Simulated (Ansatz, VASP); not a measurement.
**Two plane-wave programs on Si3N2**

```
Si N
1.0
     5.67603   -2.64991    0.00000
     5.67603    2.64991    0.00000
     0.00000    0.00000    4.66997
Si N
6 4
Direct
  0.64664 0.99088 0.27898
  0.00912 0.35336 0.27898
  0.99088 0.64664 0.77898
  0.35336 0.00912 0.77898
  0.38659 0.61341 0.70797
  0.61341 0.38659 0.20797
  0.33730 0.07543 0.14353
  0.92457 0.66270 0.14353
  0.07543 0.33730 0.64353
  0.66270 0.92457 0.64353
```

Alike in both runs: functional PBE; k mesh 6 × 6 × 6; occupations gaussian, width 0.02 eV; no spin polarisation.

Ansatz relaxed the structure, and its values are those at the end. VASP's run is a single point on that final structure, the one shown.

```csv
,VASP,Ansatz
version,VASP 6.6.1,Ansatz 0.2.0
potentials or method,"VASP PAW PBE potentials, release 64 (Si, N), cutoff 520 eV","scalar-relativistic, plane waves, PAW"
valence electrons in the cell,44,44
```

Ansatz gave:

* gap on the k mesh at the Fermi level (eV): 1.17
* least direct gap on the mesh (eV): 1.29
* pressure (GPa): 0.0
* rms of the force components (eV/Å): 0.000

**Question.** Estimate VASP's values.

**Answer.** gap on the k mesh at the Fermi level (eV): 1.16; least direct gap on the mesh (eV): 1.29; pressure (GPa): -0.2; rms of the force components (eV/Å): 0.005.
